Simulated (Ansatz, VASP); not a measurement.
## Two plane-wave programs on Si4Ge3

```
Si Ge
1.0
     5.21829    3.01154    3.21983
    -5.21833    3.01214    3.21934
     0.00050   -6.02668    3.22244
Si Ge
8 6
Direct
  0.84006 0.98141 0.55971
  0.26796 0.69584 0.40985
  0.55960 0.84001 0.98139
  0.40987 0.26790 0.69591
  0.98141 0.55966 0.84005
  0.69582 0.40982 0.26794
  0.87506 0.87508 0.87504
  0.12072 0.12077 0.12083
  0.15903 0.01696 0.44559
  0.73279 0.30440 0.59078
  0.44551 0.15897 0.01693
  0.59083 0.73281 0.30432
  0.01693 0.44560 0.15896
  0.30441 0.59077 0.73270
```

Change from the starting cell: cell x1, atoms moved at random (sigma 0.15 Å) and cell strained at random (1.5 %), then relaxed without symmetry.

Alike in both runs: functional PBE; k mesh 3 × 3 × 3; occupations gaussian, width 0.1 eV; no spin polarisation.

Ansatz relaxed the structure, and its values are those at the end. VASP's run is a single point on that final structure, the one shown.

|  | VASP | Ansatz |
| --- | --- | --- |
| version | VASP 6.6.1 | Ansatz 0.2.0 |
| potentials or method | VASP PAW PBE potentials, release 64 (Si, Ge_d), cutoff 520 eV | scalar-relativistic, plane waves, PAW |
| valence electrons in the cell | 116 | 116 |

|  | VASP | Ansatz | Ansatz less VASP |
| --- | --- | --- | --- |
| gap on the k mesh at the Fermi level (eV) | 0.72 | 0.72 | -0.003 |
| least direct gap on the mesh (eV) | 1.56 | 1.56 | -0.002 |
| pressure (GPa) | -0.1 | 0.0 | +0.11 |
